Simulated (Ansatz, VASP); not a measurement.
BaTe: VASP beside Ansatz

```xyz
2
Lattice="0.0000 3.4717 3.4717 3.4717 0.0000 3.4717 3.4717 3.4717 0.0000" Properties=species:S:1:pos:R:3 pbc="T T T"
Ba    0.0000    0.0000    0.0000
Te    3.4717    3.4717    3.4717
```

Alike in both runs: functional PBEsol; k mesh 8 × 8 × 8; occupations fermi-dirac, width 0.02 eV; no spin polarisation.

Ansatz relaxed the structure, and its values are those at the end. VASP's run is a single point on that final structure, the one shown.

```csv
,VASP,Ansatz
version,VASP 6.6.1,Ansatz 0.2.0
potentials or method,"VASP PAW PBE potentials, release 64 (Ba_sv, Te), cutoff 520 eV",PAW plane waves
valence electrons in the cell,16,26
```

VASP gave:

| Property | Result |
| --- | --- |
| gap on the k mesh at the Fermi level (eV) | 1.37 |
| pressure (GPa) | 0.4 |

Estimate Ansatz's values.

gap on the k mesh at the Fermi level (eV): 1.46; pressure (GPa): 0.0.

VASP's potentials were made for PBE, not for PBEsol, and Ansatz warns of the same on its side. With one functional, cell and mesh, what is left measures potentials, basis and numerics. VASP's potentials hold 16 valence electrons a cell and Ansatz's 26, so a difference there can come from the potentials and not from the codes.

Spin-orbit coupling is off throughout.
